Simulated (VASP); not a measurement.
**Ta: single point with PBEsol+D3(BJ)**

Crystal: Ta.

```
CELL_PARAMETERS angstrom
-1.65128 1.65128 1.65128
1.65128 -1.65128 1.65128
1.65128 1.65128 -1.65128
ATOMIC_POSITIONS crystal
Ta 0.00000 0.00000 0.00000
```

| Quantity | Value |
| --- | --- |
| Program | VASP 6.6.1 |
| Task | single point |
| Functional | PBEsol |
| Dispersion | D3(BJ) |
| Potentials or basis | VASP PAW PBE potentials, release 64 (Ta_pv) |
| Cutoff | 500 eV |
| k mesh | 9 × 9 × 9 |
| Occupations | methfessel-paxton, width 0.05 eV |
| Spin | no spin polarisation |
| Dipole correction | no |
| Further INCAR settings | ALGO = Normal; EDIFF = 1e-06; NBANDS = 12 |

The pressure is -10.5 GPa, the band gap on the k mesh is zero (an odd number of electrons rules out a gap without spin polarisation) and the dispersion energy per atom is -0.728 eV.

Levels at points of the mesh, in eV from the Fermi level:
| k point | band 3 | band 4 | band 5 | band 6 | band 7 | band 8 |
| --- | --- | --- | --- | --- | --- | --- |
| (0.00, 0.00, 0.00) | -33.09 | -8.01 | 0.65 | 0.65 | 0.65 | 3.92 |

Wall time 3.7 s on 1 thread of Intel(R) Xeon(R) 6975P-C (Granite Rapids), on a shared host, peak memory 0.14 GiB.

Caveat: three body term missing; the cell stands under tension; the PAW data sets were made with another functional, which shifts forces and pressure a little; spin-orbit coupling is left out, which moves the levels of the heavy elements.
